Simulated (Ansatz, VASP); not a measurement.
One calculation of Al, two programs

```
Al
1.0
     0.00000    1.94041    2.09623
     1.94041    0.00000    2.09623
     1.94041    1.94041    0.00000
Al
1
Direct
  0.00000 0.00000 0.00000
```

Alike in both runs: task single point; functional PBE; dispersion D3(BJ); k mesh 22 × 22 × 22; occupations gaussian, width 0.15 eV; no spin polarisation.

|  | VASP | Ansatz |
| --- | --- | --- |
| version | VASP 6.6.1 | Ansatz 0.2.0 |
| potentials or method | VASP PAW PBE potentials, release 64 (Al), cutoff 520 eV | scalar-relativistic, plane waves, PAW |
| valence electrons in the cell | 3 | 3 |

|  | VASP | Ansatz | Ansatz less VASP |
| --- | --- | --- | --- |
| gap on the k mesh at the Fermi level (eV) | none | none | - |
| pressure (GPa) | 0.5 | 0.5 | +0.01 |
| traceless stress, the component that is largest in VASP (GPa) | -3.57 | -3.58 | -0.004 |

A gap of «none» marks a metal or a gap that the smearing closes.
